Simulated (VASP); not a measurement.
NaI, 4 atoms in the cell. Symmetry: P2/m, No. 10, monoclinic system. Conventional cell: a = 3.564 Å, b = 4.102 Å, c = 4.733 Å, α = 90.00°, β = 110.50°, γ = 90.00°. Na (site symmetry 2/m) has 8 I at 3.17 to 3.99 Å and 4 Na at 3.56 to 4.10 Å within 4.2 Å. Within 4.2 Å of I (site symmetry 2/m) lie 8 Na at 3.17 to 3.99 Å and 4 I at 3.56 to 4.10 Å.  This cell differs from its parent crystal: engineering shear strain xz -0.3000, normal strain along z +0.0000.

* Program: VASP 6.6.1
* Task: single point
* Functional: PBE
* Dispersion: D3(BJ)
* Potentials or basis: VASP PAW PBE potentials, release 64 (Na_pv, I)
* Cutoff: 520 eV
* k mesh: 6 × 8 × 4
* Occupations: gaussian, width 0.05 eV
* Spin: no spin polarisation
* Dipole correction: no
* Further INCAR settings: ALGO = Normal; EDIFF = 1e-06; NBANDS = 22

Potentials or basis: VASP PAW PBE potentials, release 64 (Na_pv, I).

Command:

```sh
$ cat potpaw_PBE.64/Na_pv/POTCAR potpaw_PBE.64/I/POTCAR > POTCAR
$ mpirun -np 1 vasp_std > vasp.out
```

Hardware: 1 thread of Intel Xeon 8259CL, on a shared host.

Question: Estimate the wall time of this run.

Answer: It took 4.3 min on 1 thread of Intel Xeon 8259CL, on a shared host, peak memory 0.35 GiB. Counts: scf iterations 13, k points 70.
